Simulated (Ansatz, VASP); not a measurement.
## One calculation of Mo, two programs

The input POSCAR:

```
Mo
1.0
   -1.5994912687      1.5994912687      1.5994912687
    1.5994912687     -1.5994912687      1.5994912687
    1.5994912687      1.5994912687     -1.5994912687
Mo
1
Direct
    0.0000000000      0.0000000000      0.0000000000
```

File INCAR.step1:

```
SYSTEM = Mo
PREC = Accurate
ENCUT = 520
ISMEAR = -1
SIGMA = 0.05
LREAL = .FALSE.
LASPH = .TRUE.
NELM = 60
NBANDS = 13
GGA = PE
ALGO = Normal
EDIFF = 1E-4
LWAVE = .TRUE.
LCHARG = .FALSE.
```

Contents of INCAR.step2:

```
SYSTEM = Mo
PREC = Accurate
ENCUT = 520
EDIFF = 1E-8
ISMEAR = -1
SIGMA = 0.05
LREAL = .FALSE.
LASPH = .TRUE.
NELM = 60
ALGO = Normal
ISIF = 2
LWAVE = .FALSE.
LCHARG = .FALSE.
METAGGA = R2SCAN
LMIXTAU = .TRUE.
LEFG = .TRUE.
NBANDS = 13
ISTART = 1
```

Contents of KPOINTS:

```
regular mesh
0
G
  15 15 15
  0 0 0
```

Input for Ansatz:

```yaml
crystal:
  lattice:
    - [-1.5994912687, 1.5994912687, 1.5994912687]
    - [1.5994912687, -1.5994912687, 1.5994912687]
    - [1.5994912687, 1.5994912687, -1.5994912687]
  atoms:
    - { symbol: Mo, position: [0.0, 0.0, 0.0] }
kpoints:
  mp_grid: { grid: [15, 15, 15] }
scf:
  occupations: { method: fermi_dirac, width: 0.05 }
hamiltonian:
  xc: r2scan
  pseudopotentials: { kind: paw }
output:
  forces: true
  stress: true
  eigenvalues: true
  efg: { contact_densities: true }
```

Change from the starting cell: volume scaled by 1.03, PAW files.

Alike in both runs: task electric field gradients; functional r2SCAN; k mesh 15 × 15 × 15; occupations fermi-dirac, width 0.05 eV; no spin polarisation.

```csv
,VASP,Ansatz
version,VASP 6.6.1,Ansatz 0.2.0
potentials or method,"VASP PAW PBE potentials, release 64 (Mo_sv)","PAW with Ansatz's default frozen-core files, scalar-relativistic"
plane-wave cutoff (eV),520,500
valence electrons in the cell,14,14
```

|  | VASP | Ansatz | Ansatz less VASP |
| --- | --- | --- | --- |
| pressure (GPa) | -10.4 | -11.3 | -0.93 |

VASP's potentials were made for PBE, not for r2SCAN.
